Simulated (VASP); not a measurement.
# Co (P6_3/mmc) in VASP: a series of runs

Co is run at these levels: PBE; tasks: single point.

Everything below comes from runs of VASP 6.6.1. Logs are shortened: lines on timing, memory, paths and dates and some standing lists are left out, and cuts for length are marked.

## 1. The cell of the first run

It takes space group P6_3/mmc (No. 194, hexagonal). Conventional cell: a = 2.468 Å, b = 2.468 Å, c = 3.710 Å, α = 90.00°, β = 90.00°, γ = 120.00°. Co (site symmetry -6m2) has 12 Co at 2.34 to 2.47 Å within 3.1 Å.

## 2. Single point, PBE, collinear spin, ferromagnetic start

File INCAR:

```
ALGO     = Normal         # electronic algorithm
EDIFF    = 1E-6           # SCF threshold, eV
ENCUT    = 520            # plane-wave cutoff, eV
GGA      = PE             # functional
ISIF     = 2              # what is computed and relaxed
ISMEAR   = 0              # smearing method
ISPIN    = 2              # spin polarisation
LASPH    = True           # aspherical terms in the spheres
LCHARG   = False          # write CHGCAR
LMAXMIX  = 4              # l up to which the mixer works
LORBIT   = 11             # projections on sites
LREAL    = False          # projectors in reciprocal space
LWAVE    = False          # write WAVECAR
MAGMOM   = 1.86 1.86      # initial moments
NBANDS   = 20             # bands
NELM     = 150            # most SCF steps
PREC     = Accurate       # precision mode
SIGMA    = 0.15           # smearing width, eV
```

File KPOINTS:

```
k-points
0
Gamma
  21 21 12
```

File POSCAR:

```
Co
1.0
    2.4684000000      0.0000000000      0.0000000000
   -1.2342000000      2.1376971067      0.0000000000
    0.0000000000      0.0000000000      3.7097000000
Co
2
Direct
    0.3333333333      0.6666666667      0.2500000000
    0.6666666667      0.3333333333      0.7500000000
```

Potentials or basis: VASP PAW PBE potentials, release 64 (Co).

The run is started by

```
cat potpaw_PBE.64/Co/POTCAR > POTCAR
mpirun -np 1 vasp_std > vasp.out
```

OUTCAR:

```text
EDIFF = 1E-6
   ENCUT = 520
   GGA = PE
   ISIF = 2
   ISMEAR = 0
   ISPIN = 2
   LASPH = True
   LORBIT = 11
   LREAL = False
   NELM = 150
   PREC = Accurate

 ion  position               nearest neighbor table
   1  0.333  0.667  0.250-   2 2.34   2 2.34   2 2.34   2 2.34   2 2.34   2 2.34
   2  0.667  0.333  0.750-   1 2.34   1 2.34   1 2.34   1 2.34   1 2.34   1 2.34

  LATTYP: Found a hexagonal cell.
 ALAT       =     2.4684000000
 C/A-ratio  =     1.5028763572

  Lattice vectors:

 A1 = (   2.4684000000,   0.0000000000,   0.0000000000)
 A2 = (  -1.2342000000,   2.1376971067,   0.0000000000)
 A3 = (   0.0000000000,   0.0000000000,   3.7097000000)

Analysis of symmetry for initial positions (statically):
=====================================================================
 Subroutine PRICEL returns:
 Original cell was already a primitive cell.

 Routine SETGRP: Setting up the symmetry group for a
 hexagonal supercell.

 Subroutine GETGRP returns: Found 24 space group operations
 (whereof 12 operations were pure point group operations)
 out of a pool of 24 trial point group operations.

The static configuration has the point symmetry D_3d.
 The point group associated with its full space group is D_6h.

Analysis of symmetry for dynamics (positions and initial velocities):
=====================================================================
 Subroutine PRICEL returns:
 Original cell was already a primitive cell.

 Routine SETGRP: Setting up the symmetry group for a
 hexagonal supercell.

 Subroutine GETGRP returns: Found 24 space group operations
 (whereof 12 operations were pure point group operations)
 out of a pool of 24 trial point group operations.

The dynamic configuration has the point symmetry D_3d.
 The point group associated with its full space group is D_6h.

Analysis of structural, dynamic, and magnetic symmetry:
=====================================================================
 Subroutine PRICEL returns:
 Original cell was already a primitive cell.

 Routine SETGRP: Setting up the symmetry group for a
 hexagonal supercell.

 Subroutine GETGRP returns: Found 24 space group operations
 (whereof 12 operations were pure point group operations)
 out of a pool of 24 trial point group operations.

The overall configuration has the point symmetry D_3d.
 The point group associated with its full space group is D_6h.

 Subroutine INISYM returns: Found 24 space group operations
 (whereof 12 operations are pure point group operations),
 and found     1 'primitive' translations

----------------------------------------------------------------------------------------

                                     Primitive cell

  volume of cell :      19.5749

  direct lattice vectors                    reciprocal lattice vectors
     2.468400000  0.000000000  0.000000000     0.405120726  0.233896560  0.000000000
    -1.234200000  2.137697107  0.000000000     0.000000000  0.467793120  0.000000000
     0.000000000  0.000000000  3.709700000     0.000000000  0.000000000  0.269563577

  length of vectors
     2.468400000  2.468400000  3.709700000     0.467793120  0.467793120  0.269563577

  position of ions in fractional coordinates (direct lattice)
     0.333333333  0.666666667  0.250000000
     0.666666667  0.333333333  0.750000000

  ion indices of the primitive-cell ions
   primitive index   ion index
                 1           1
                 2           2

----------------------------------------------------------------------------------------

 KPOINTS: k-points

Automatic generation of k-mesh.
 Grid dimensions read from file:
 generate k-points for:   21   21   12

 Generating k-lattice:

  Cartesian coordinates                     Fractional coordinates (reciprocal lattice)
     0.019291463  0.011137931  0.000000000     0.047619048 -0.000000000  0.000000000
     0.000000000  0.022275863  0.000000000     0.000000000  0.047619048  0.000000000
     0.000000000  0.000000000  0.022463631     0.000000000  0.000000000  0.083333333

  Length of vectors
     0.022275863  0.022275863  0.022463631

  Shift w.r.t. Gamma in fractional coordinates (k-lattice)
     0.000000000  0.000000000  0.000000000

 Subroutine IBZKPT returns following result:
 ===========================================

 Found    336 irreducible k-points:

 Following reciprocal coordinates:
            Coordinates               Weight
  0.000000  0.000000  0.000000      1.000000
  0.047619 -0.000000  0.000000      6.000000
  0.095238 -0.000000  0.000000      6.000000
  0.142857 -0.000000  0.000000      6.000000
  0.190476 -0.000000  0.000000      6.000000
  0.238095 -0.000000  0.000000      6.000000
[... 16 lines left out ...]
  0.142857  0.095238  0.000000     12.000000
  0.190476  0.095238  0.000000     12.000000
 [... further k-points ...]
   k-points           NKPTS =    336   k-points in BZ     NKDIM =    336   number of bands    NBANDS=     20
   number of dos      NEDOS =    301   number of ions     NIONS =      2
   total plane-waves  NPLWV =   9072
   dimension x,y,z NGX =    18 NGY =   18 NGZ =   28
   dimension x,y,z NGXF=    36 NGYF=   36 NGZF=   56
   ions per type =               2
   NGX,Y,Z   is equivalent  to a cutoff of  12.12, 12.12, 12.55 a.u.
   NGXF,Y,Z  is equivalent  to a cutoff of  24.25, 24.25, 25.10 a.u.
 SYSTEM =  unknown system
   PREC   = accura    normal or accurate (medium, high low for compatibility)
   ISTART =      0    job   : 0-new  1-cont  2-samecut
   ICHARG =      2    charge: 1-file 2-atom 10-const
   ISPIN  =      2    spin polarized calculation?
   LNONCOLLINEAR =      F non collinear calculations
   LSORBIT =      F    spin-orbit coupling
   LASPH  =      T    aspherical Exc in radial PAW
   ENCUT  =  520.0 eV  38.22 Ry    6.18 a.u.   4.59  4.59  6.90*2*pi/ulx,y,z
   NELM   =    150;   NELMIN=  2; NELMDL= -5     # of ELM steps
   EDIFF  = 0.1E-05   stopping-criterion for ELM
   LREAL  =      F    real-space projection
   EDIFFG = 0.1E-04   stopping-criterion for IOM
   NSW    =      0    number of steps for IOM
   IBRION =     -1    ionic relax: 0-MD 1-quasi-New 2-CG
   NFREE  =      0    steps in history (QN), initial steepest desc. (CG)
   ISIF   =      2    stress and relaxation
   ISYM   =      2    0-nonsym 1-usesym 2-fastsym
   POTIM  = 0.5000    time-step for ionic-motion
   TEBEG  =    0.0;   TEEND  =   0.0 temperature during run
   PSTRESS=    0.0 pullay stress
   NELECT =      18.0000    total number of electrons
   NUPDOWN=      -1.0000    fix difference up-down
   EMIN   =  10.00;   EMAX   =-10.00  energy-range for DOS
   EFERMI =   0.00;   METHOD = LEGACY
   ISMEAR =     0;   SIGMA  =   0.15  broadening in eV -4-tet -1-fermi 0-gaus
   EFERMI_NEDOS =   21; number of points for ismear=-14 and -15
   IALGO  =     38    algorithm
   IMIX   =      4    mixing-type and parameters
     AMIX     =   0.40;   BMIX     =  1.00
     AMIX_MAG =   1.60;   BMIX_MAG =  1.00
  volume/ion in A,a.u.               =       9.79        66.05
  Fermi-wavevector in a.u.,A,eV,Ry     =   1.591960  3.008368 34.481746  2.534337
  Thomas-Fermi vector in A             =   2.690419
   LORBIT       =     11    0 simple, 1 ext, 2 COOP (PROOUT), +10 PAW based schemes
   GGA     = PE    functional components
   LHFCALC =     F    Hartree Fock is set to
   AEXX    =    0.0000 exact exchange contribution
   IVDW    =     0    specifies the selected vdW correction
   LEPSILON=     F    determine dielectric tensor
   LRPA    =     F    only Hartree local field effects (RPA)
 spin polarized calculation
 Gauss-broadening in eV      SIGMA  =   0.15
  energy-cutoff  :      520.00
  volume of cell :       19.57
 maximum number of plane-waves:       542
   NGX =  9   NGY =  9   NGZ = 13

 number of electron      17.9999981 magnetization       2.9940647

 Free energy of the ion-electron system (eV)
  ---------------------------------------------------
  ext. energy  EPLUGINS =         0.00000000
  ---------------------------------------------------
  free energy    TOTEN  =       -13.83814053 eV

  energy without entropy =      -13.82091259  energy(sigma->0) =      -13.82952656

 E-fermi :  11.7647     XC(G=0): -14.0160

 val. band max:       11.7635380325   @ k =   0.2381   0.1429   0.3333
 cond. band min:      11.7648330423   @ k =   0.0476  -0.0000   0.2500
 fundamental gap:      0.0012950098
 Fermi energy:        11.7647079028

 spin component 1

 k-point     1 :       0.0000    0.0000    0.0000
  band No.  band energies     occupation
      1       2.2805      1.00000
      2       6.1816      1.00000
      3       9.0250      1.00000
      4       9.0250      1.00000
      5       9.4598      1.00000
      6       9.5013      1.00000
[... 12 lines left out ...]
     19      38.0466      0.00000
     20      40.1449      0.00000

 k-point     2 :       0.0476   -0.0000    0.0000
  band No.  band energies     occupation
      1       2.3627      1.00000
      2       6.2272      1.00000
      3       8.9402      1.00000
      4       9.0657      1.00000
      5       9.4837      1.00000
      6       9.5297      1.00000
[... 12 lines left out ...]
     19      39.6766      0.00000
     20      40.0414      0.00000
[... 465 lines left out ...]
      3       8.2083      1.00000
      4       8.5296      1.00000
      5       9.1062      1.00000
      6       9.3134      1.00000
[... 12 lines left out ...]
     19      37.7324      0.00000
     20      41.1287      0.00000

 k-point    24 :       0.1905    0.0952    0.0000
  band No.  band energies     occupation
      1       4.3824      1.00000
      2       7.0043      1.00000
      3       8.0359      1.00000
      4       8.1221      1.00000
      5       8.9760      1.00000
      6       9.3153      1.00000
[... 12 lines left out ...]
     19      37.8844      0.00000
     20      39.6542      0.00000

 [... further k-points ...]

 spin component 2

 k-point     1 :       0.0000    0.0000    0.0000
  band No.  band energies     occupation
      1       2.2887      1.00000
      2       7.1325      1.00000
      3      10.5560      1.00000
      4      10.5560      1.00000
      5      11.0799      1.00000
      6      11.1023      1.00000
[... 12 lines left out ...]
     19      38.3691      0.00000
     20      39.9139      0.00000

 k-point     2 :       0.0476   -0.0000    0.0000
  band No.  band energies     occupation
      1       2.3711      1.00000
      2       7.1834      1.00000
      3      10.4581      1.00000
      4      10.6005      1.00000
      5      11.0795      1.00000
      6      11.1037      1.00000
[... 12 lines left out ...]
     19      39.8303      0.00000
     20      39.9241      0.00000
[... 465 lines left out ...]
      3       9.5742      1.00000
      4       9.6731      1.00000
      5      10.5932      1.00000
      6      10.8333      1.00000
[... 12 lines left out ...]
     19      37.8462      0.00000
     20      41.6213      0.00000

 k-point    24 :       0.1905    0.0952    0.0000
  band No.  band energies     occupation
      1       4.4304      1.00000
      2       8.0997      1.00000
      3       9.2409      1.00000
      4       9.3356      1.00000
      5      10.4439      1.00000
      6      10.8131      1.00000
[... 12 lines left out ...]
     19      38.0667      0.00000
     20      40.1153      0.00000

 [... further k-points ...]
[... 5 lines left out ...]
  --------------------------------------------------------------------------------------
  -------------------------------------------------------------------------------------
  Total        2.3185250      2.3185250      5.7341832      0.0000000     -0.0000000      0.0000000
  in kB      189.7675135    189.7675135    469.3336037      0.0000000     -0.0000000      0.0000000
  external PRESSURE =     282.9562102 kB  Pullay stress =       0.0000000 kB

 VOLUME and BASIS-vectors are now :
 -----------------------------------------------------------------------------
  energy-cutoff  :      520.00
  volume of cell :       19.57
      direct lattice vectors                 reciprocal lattice vectors
     2.468400000  0.000000000  0.000000000     0.405120726  0.233896560  0.000000000
    -1.234200000  2.137697107  0.000000000     0.000000000  0.467793120  0.000000000
     0.000000000  0.000000000  3.709700000     0.000000000  0.000000000  0.269563577

 POSITION                                       TOTAL-FORCE (eV/Angst)
 -----------------------------------------------------------------------------------
     -0.00000      1.42513      0.92743        -0.000000      0.000000      0.000000
      1.23420      0.71257      2.78228         0.000000     -0.000000      0.000000
 -----------------------------------------------------------------------------------
    total drift:                               -0.000000      0.000000     -0.000000

  FREE ENERGIE OF THE ION-ELECTRON SYSTEM (eV)
  ---------------------------------------------------
  free  energy   TOTEN  =       -13.8381405279 eV

  energy  without entropy=      -13.8209125876  energy(sigma->0) =      -13.82952656

 total charge

# of ion       s       p       d       tot
------------------------------------------
    1        0.536   0.617   7.353   8.507
    2        0.536   0.617   7.353   8.507
--------------------------------------------------
tot          1.072   1.235  14.707  17.013

 magnetization (x)

# of ion       s       p       d       tot
------------------------------------------
    1       -0.017  -0.056   1.570   1.497
    2       -0.017  -0.056   1.570   1.497
--------------------------------------------------
tot         -0.034  -0.113   3.141   2.994
```

Run time: 2.8 min. Hardware: 1 thread of Oxide Virtual Turin-like, shared host; peak memory 0.25 GiB.

Results:

* Free energy: -13.8381 eV
* Pressure: 28.3 GPa
* Net moment: 2.99 μB per cell
* Site moments: Co +1.50 μB
* Valence electrons inside the program's atomic spheres: Co 8.51

Levels at points of the mesh, in eV from the Fermi level:
Spin up:
```
           k point  band 6  band 7  band 8  band 9  band 10  band 11  band 12  band 13  band 14  band 15
(0.00, 0.00, 0.00)   -2.26   -2.26   -2.18   -2.18    -0.55    -0.55     0.88     8.53    21.89    24.91
(0.00, 0.00, 0.50)   -2.93   -2.79   -2.79   -0.90    -0.90    -0.90    -0.90    18.26    18.26    22.85
```
Spin down:
```
           k point  band 5  band 6  band 7  band 8  band 9  band 10
(0.00, 0.00, 0.00)   -0.68   -0.66   -0.66   -0.61   -0.61     0.85
(0.00, 0.00, 0.50)   -1.42   -1.42   -1.42   -1.42    0.80     0.80
```

(Part 1 of 2 ends here.)
